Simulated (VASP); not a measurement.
# Ti2Sb3Pd (P-4m2) in VASP: single point with r2SCAN

Aim: the single point of Ti2Sb3Pd with r2SCAN.

Everything below comes from runs of VASP 6.6.1. Logs are shortened: lines on timing, memory, paths and dates and some standing lists are left out, and cuts for length are marked.

### 1 The cell of the first run

The structure is tetragonal, space group P-4m2 (No. 115). The conventional cell has a = 3.897 Å, b = 3.897 Å, c = 8.585 Å, α = 90.00°, β = 90.00°, γ = 90.00°. Within 3.9 Å of Sb (site symmetry 2mm) lie 5 Ti at 2.93 to 2.99 Å and 10 Sb at 3.41 to 3.90 Å and 2 Pd at 3.83 Å. Sb (site symmetry -4m2) has 4 Pd at 2.76 Å and 4 Ti at 3.02 Å within 3.6 Å. Ti (site symmetry 2mm) has 7 Sb at 2.93 to 3.02 Å and 2 Pd at 3.02 Å and 4 Ti at 3.90 Å within 3.9 Å. Pd (site symmetry -4m2) has 4 Sb at 2.76 Å and 4 Ti at 3.02 Å within 3.6 Å.

### 2 Single point, r2SCAN

File POSCAR:

```
Ti2Sb3Pd
1.0
    3.8970050000      0.0000000000      0.0000000000
    0.0000000000      3.8970050000      0.0000000000
    0.0000000000      0.0000000000      8.5854670000
Sb Ti Pd
3 2 1
Direct
    0.0000000000      0.5000000000      0.3835000000
    0.5000000000      0.0000000000      0.6165000000
    0.5000000000      0.5000000000      0.0000000000
    0.0000000000      0.5000000000      0.7315000000
    0.5000000000      0.0000000000      0.2685000000
    0.0000000000      0.0000000000      0.0000000000
```

File INCAR.step1:

```
ALGO = Normal ; EDIFF = 1E-4
ENCUT = 520 ; GGA = PE
ISMEAR = -1 ; LASPH = True
LCHARG = False ; LREAL = False
LWAVE = True ; NBANDS = 34
NELM = 100 ; PREC = Accurate
SIGMA = 0.1
```

File INCAR.step2:

```
ALGO = Normal ; EDIFF = 1E-6
ENCUT = 520 ; ISIF = 2
ISMEAR = -1 ; ISTART = 1
LASPH = True ; LCHARG = False
LMIXTAU = True ; LREAL = False
LWAVE = False ; METAGGA = R2SCAN
NBANDS = 34 ; NELM = 100
PREC = Accurate ; SIGMA = 0.1
```

File KPOINTS:

```
k-points
0
Gamma
  9 9 4
```

Potentials or basis: VASP PAW PBE potentials, release 64 (Sb, Ti_sv, Pd).

Command:

```
cat potpaw_PBE.64/Sb/POTCAR potpaw_PBE.64/Ti_sv/POTCAR potpaw_PBE.64/Pd/POTCAR > POTCAR
cp INCAR.step1 INCAR
mpirun -np 1 vasp_std > vasp.out
cp INCAR.step2 INCAR
mpirun -np 1 vasp_std > vasp.out
```

OUTCAR:

```text
EDIFF = 1E-6
   ENCUT = 520
   ISIF = 2
   ISMEAR = -1
   ISTART = 1
   LASPH = True
   LREAL = False
   METAGGA = R2SCAN
   NELM = 100
   PREC = Accurate

 ion  position               nearest neighbor table
   1  0.000  0.500  0.383-   5 2.93   5 2.93   5 2.93   5 2.93   4 2.99   2 3.41   2 3.41   2 3.41
                             2 3.41
   2  0.500  0.000  0.617-   4 2.93   4 2.93   4 2.93   4 2.93   5 2.99   1 3.41   1 3.41   1 3.41
                             1 3.41
   3  0.500  0.500  0.000-   6 2.76   6 2.76   6 2.76   6 2.76   5 3.02   4 3.02   4 3.02   5 3.02

   4  0.000  0.500  0.731-   2 2.93   2 2.93   2 2.93   2 2.93   1 2.99   6 3.02   6 3.02   3 3.02
                             3 3.02
   5  0.500  0.000  0.269-   1 2.93   1 2.93   1 2.93   1 2.93   2 2.99   3 3.02   6 3.02   6 3.02
                             3 3.02
   6  0.000  0.000  0.000-   3 2.76   3 2.76   3 2.76   3 2.76   4 3.02   5 3.02   5 3.02   4 3.02

  LATTYP: Found a simple tetragonal cell.
 ALAT       =     3.8970050000
 C/A-ratio  =     2.2030936578

  Lattice vectors:

 A1 = (   3.8970050000,   0.0000000000,   0.0000000000)
 A2 = (   0.0000000000,   3.8970050000,   0.0000000000)
 A3 = (   0.0000000000,   0.0000000000,   8.5854670000)

Analysis of symmetry for initial positions (statically):
=====================================================================
 Subroutine PRICEL returns:
 Original cell was already a primitive cell.

 Routine SETGRP: Setting up the symmetry group for a
 simple tetragonal supercell.

 Subroutine GETGRP returns: Found  8 space group operations
 (whereof  8 operations were pure point group operations)
 out of a pool of 16 trial point group operations.

The static configuration has the point symmetry D_2d.

Analysis of symmetry for dynamics (positions and initial velocities):
=====================================================================
 Subroutine PRICEL returns:
 Original cell was already a primitive cell.

 Routine SETGRP: Setting up the symmetry group for a
 simple tetragonal supercell.

 Subroutine GETGRP returns: Found  8 space group operations
 (whereof  8 operations were pure point group operations)
 out of a pool of 16 trial point group operations.

The dynamic configuration has the point symmetry D_2d.

 Subroutine INISYM returns: Found  8 space group operations
 (whereof  8 operations are pure point group operations),
 and found     1 'primitive' translations

----------------------------------------------------------------------------------------

                                     Primitive cell

  volume of cell :     130.3845

  direct lattice vectors                    reciprocal lattice vectors
     3.897005000  0.000000000  0.000000000     0.256607318  0.000000000  0.000000000
     0.000000000  3.897005000  0.000000000     0.000000000  0.256607318  0.000000000
     0.000000000  0.000000000  8.585467000     0.000000000  0.000000000  0.116475900

  length of vectors
     3.897005000  3.897005000  8.585467000     0.256607318  0.256607318  0.116475900

  position of ions in fractional coordinates (direct lattice)
     0.000000000  0.500000000  0.383500000
     0.500000000  0.000000000  0.616500000
     0.500000000  0.500000000  0.000000000
     0.000000000  0.500000000  0.731500000
     0.500000000  0.000000000  0.268500000
     0.000000000  0.000000000  0.000000000

  ion indices of the primitive-cell ions
   primitive index   ion index
                 1           1
                 2           2
                 3           3
                 4           4
                 5           5
                 6           6

----------------------------------------------------------------------------------------

 KPOINTS: k-points

Automatic generation of k-mesh.
 Grid dimensions read from file:
 generate k-points for:    9    9    4

 Generating k-lattice:

  Cartesian coordinates                     Fractional coordinates (reciprocal lattice)
     0.028511924  0.000000000  0.000000000     0.111111111  0.000000000  0.000000000
     0.000000000  0.028511924  0.000000000     0.000000000  0.111111111  0.000000000
     0.000000000  0.000000000  0.029118975     0.000000000  0.000000000  0.250000000

  Length of vectors
     0.028511924  0.028511924  0.029118975

  Shift w.r.t. Gamma in fractional coordinates (k-lattice)
     0.000000000  0.000000000  0.000000000

 Subroutine IBZKPT returns following result:
 ===========================================

 Found     45 irreducible k-points:

 Following reciprocal coordinates:
            Coordinates               Weight
  0.000000  0.000000  0.000000      1.000000
  0.111111  0.000000  0.000000      4.000000
  0.222222  0.000000  0.000000      4.000000
  0.333333  0.000000  0.000000      4.000000
  0.444444  0.000000  0.000000      4.000000
  0.111111  0.111111  0.000000      4.000000
[... 16 lines left out ...]
  0.333333  0.111111  0.250000     16.000000
  0.444444  0.111111  0.250000     16.000000
 [... further k-points ...]
   k-points           NKPTS =     45   k-points in BZ     NKDIM =     45   number of bands    NBANDS=     34
   number of dos      NEDOS =    301   number of ions     NIONS =      6
   total plane-waves  NPLWV =  57600
   dimension x,y,z NGX =    30 NGY =   30 NGZ =   64
   dimension x,y,z NGXF=    60 NGYF=   60 NGZF=  128
   ions per type =               3   2   1
   NGX,Y,Z   is equivalent  to a cutoff of  12.80, 12.80, 12.39 a.u.
   NGXF,Y,Z  is equivalent  to a cutoff of  25.60, 25.60, 24.79 a.u.
 SYSTEM =  unknown system
   PREC   = accura    normal or accurate (medium, high low for compatibility)
   ISTART =      1    job   : 0-new  1-cont  2-samecut
   ICHARG =      0    charge: 1-file 2-atom 10-const
   ISPIN  =      1    spin polarized calculation?
   LNONCOLLINEAR =      F non collinear calculations
   LSORBIT =      F    spin-orbit coupling
   LASPH  =      T    aspherical Exc in radial PAW
   ENCUT  =  520.0 eV  38.22 Ry    6.18 a.u.   7.25  7.25 15.96*2*pi/ulx,y,z
   NELM   =    100;   NELMIN=  2; NELMDL=  0     # of ELM steps
   EDIFF  = 0.1E-05   stopping-criterion for ELM
   LREAL  =      F    real-space projection
   EDIFFG = 0.1E-04   stopping-criterion for IOM
   NSW    =      0    number of steps for IOM
   IBRION =     -1    ionic relax: 0-MD 1-quasi-New 2-CG
   NFREE  =      0    steps in history (QN), initial steepest desc. (CG)
   ISIF   =      2    stress and relaxation
   ISYM   =      2    0-nonsym 1-usesym 2-fastsym
   POTIM  = 0.5000    time-step for ionic-motion
   TEBEG  =    0.0;   TEEND  =   0.0 temperature during run
   PSTRESS=    0.0 pullay stress
   NELECT =      49.0000    total number of electrons
   NUPDOWN=      -1.0000    fix difference up-down
   EMIN   =  10.00;   EMAX   =-10.00  energy-range for DOS
   EFERMI =   0.00;   METHOD = LEGACY
   ISMEAR =    -1;   SIGMA  =   0.10  broadening in eV -4-tet -1-fermi 0-gaus
   EFERMI_NEDOS =   21; number of points for ismear=-14 and -15
   IALGO  =     38    algorithm
   IMIX   =      4    mixing-type and parameters
     AMIX     =   0.40;   BMIX     =  1.00
     AMIX_MAG =   1.60;   BMIX_MAG =  1.00
  volume/ion in A,a.u.               =      21.73       146.65
  Fermi-wavevector in a.u.,A,eV,Ry     =   1.181403  2.232529 18.989844  1.395714
  Thomas-Fermi vector in A             =   2.317678
   LORBIT       =      0    0 simple, 1 ext, 2 COOP (PROOUT), +10 PAW based schemes
   METAGGA = R2SCAN    functional components
   LHFCALC =     F    Hartree Fock is set to
   AEXX    =    0.0000 exact exchange contribution
   IVDW    =     0    specifies the selected vdW correction
   LEPSILON=     F    determine dielectric tensor
   LRPA    =     F    only Hartree local field effects (RPA)
 non-spin polarized calculation
  energy-cutoff  :      520.00
  volume of cell :      130.38
 maximum number of plane-waves:      3540
 NGX is ok and might be reduce to    30
   NGX = 15   NGY = 15   NGZ = 31

 number of electron      48.9999998 magnetization

 Free energy of the ion-electron system (eV)
  ---------------------------------------------------
  ext. energy  EPLUGINS =         0.00000000
  ---------------------------------------------------
  free energy    TOTEN  =      -128.46920714 eV

  energy without entropy =     -128.33574212  energy(sigma->0) =     -128.40247463

 E-fermi :   8.3931     XC(G=0): -11.5291

 val. band max:        8.3886890620   @ k =   0.2222   0.0000   0.5000
 cond. band min:       8.3966692227   @ k =   0.2222   0.1111   0.5000
 fundamental gap:      0.0079801608
 Fermi energy:         8.3930605583

 k-point     1 :       0.0000    0.0000    0.0000
  band No.  band energies     occupation
      1     -51.3697      2.00000
      2     -51.3696      2.00000
      3     -26.6085      2.00000
      4     -26.6039      2.00000
      5     -26.5926      2.00000
      6     -26.5926      2.00000
[... 26 lines left out ...]
     33      10.8702      0.00000
     34      11.4412      0.00000

 k-point     2 :       0.1111    0.0000    0.0000
  band No.  band energies     occupation
      1     -51.3696      2.00000
      2     -51.3695      2.00000
      3     -26.6082      2.00000
      4     -26.6039      2.00000
      5     -26.5949      2.00000
      6     -26.5923      2.00000
[... 26 lines left out ...]
     33      11.1887      0.00000
     34      11.5277      0.00000

 k-point     3 :       0.2222    0.0000    0.0000
  band No.  band energies     occupation
      1     -51.3693      2.00000
      2     -51.3692      2.00000
      3     -26.6073      2.00000
      4     -26.6037      2.00000
      5     -26.6005      2.00000
      6     -26.5916      2.00000
[... 26 lines left out ...]
     33      11.7490      0.00000
     34      11.8756      0.00000
[... 704 lines left out ...]
 k-point    23 :       0.3333    0.1111    0.2500
  band No.  band energies     occupation
      1     -51.3689      2.00000
      2     -51.3688      2.00000
      3     -26.6072      2.00000
      4     -26.6050      2.00000
      5     -26.6036      2.00000
      6     -26.5928      2.00000
[... 26 lines left out ...]
     33      11.6288      0.00000
     34      11.9276      0.00000

 k-point    24 :       0.4444    0.1111    0.2500
  band No.  band energies     occupation
      1     -51.3687      2.00000
      2     -51.3687      2.00000
      3     -26.6110      2.00000
      4     -26.6045      2.00000
      5     -26.6036      2.00000
      6     -26.5922      2.00000
[... 26 lines left out ...]
     33      11.6181      0.00000
     34      12.0549      0.00000

 [... further k-points ...]

------------------------ aborting loop because EDIFF is reached ----------------------------------------

  FORCE on cell =-STRESS in cart. coord.  units (eV):
  Direction    XX          YY          ZZ          XY          YZ          ZX
  --------------------------------------------------------------------------------------
  -------------------------------------------------------------------------------------
  Total       -4.5961700     -4.5961700     -5.1654321      0.0000000      0.0000000      0.0000000
  in kB      -56.4781964    -56.4781964    -63.4733458      0.0000000      0.0000000      0.0000000
  external PRESSURE =     -58.8099128 kB  Pullay stress =       0.0000000 kB

 VOLUME and BASIS-vectors are now :
 -----------------------------------------------------------------------------
  energy-cutoff  :      520.00
  volume of cell :      130.38
      direct lattice vectors                 reciprocal lattice vectors
     3.897005000  0.000000000  0.000000000     0.256607318  0.000000000  0.000000000
     0.000000000  3.897005000  0.000000000     0.000000000  0.256607318  0.000000000
     0.000000000  0.000000000  8.585467000     0.000000000  0.000000000  0.116475900

 POSITION                                       TOTAL-FORCE (eV/Angst)
 -----------------------------------------------------------------------------------
      0.00000      1.94850      3.29253         0.000000      0.000000     -0.296369
      1.94850      0.00000      5.29294         0.000000      0.000000      0.296369
      1.94850      1.94850      0.00000         0.000000     -0.000000      0.000000
      0.00000      1.94850      6.28027         0.000000      0.000000      0.220280
      1.94850      0.00000      2.30520         0.000000      0.000000     -0.220280
      0.00000      0.00000      0.00000        -0.000000      0.000000      0.000000
 -----------------------------------------------------------------------------------
    total drift:                                0.000000      0.000000     -0.000000

  FREE ENERGIE OF THE ION-ELECTRON SYSTEM (eV)
  ---------------------------------------------------
  free  energy   TOTEN  =      -128.4692071386 eV

  energy  without entropy=     -128.3357421241  energy(sigma->0) =     -128.40247463
```

It took 14 min on 1 thread of Intel Xeon Platinum 8375C at 2.90GHz (Ice Lake), shared host; peak memory 0.37 GiB.

What came out:

```yaml
Free_energy: -128.4692 eV
Pressure: -5.9 GPa
Largest_force: 0.296 eV/Å
Band_gap_on_the_k_mesh: zero (an odd number of electrons rules out a gap without spin polarisation)
```

Forces on the atoms (eV/Å):
```
Sb   0.000  0.000 -0.296
Sb   0.000  0.000  0.296
Sb   0.000  0.000  0.000
Ti   0.000  0.000  0.220
Ti   0.000  0.000 -0.220
Pd   0.000  0.000  0.000
```

Levels at points of the mesh, in eV from the Fermi level:
| k point | band 22 | band 23 | band 24 | band 25 | band 26 | band 27 |
| --- | --- | --- | --- | --- | --- | --- |
| (0.00, 0.00, 0.00) | -0.90 | -0.52 | -0.49 | 0.64 | 0.64 | 0.72 |
| (0.00, 0.00, 0.50) | -0.94 | -0.40 | -0.28 | -0.06 | 0.79 | 0.86 |

Caveat: the cell stands under tension; the PAW data sets were made with another functional, which shifts forces and pressure a little; spin-orbit coupling is left out, which moves the levels of the heavy elements.
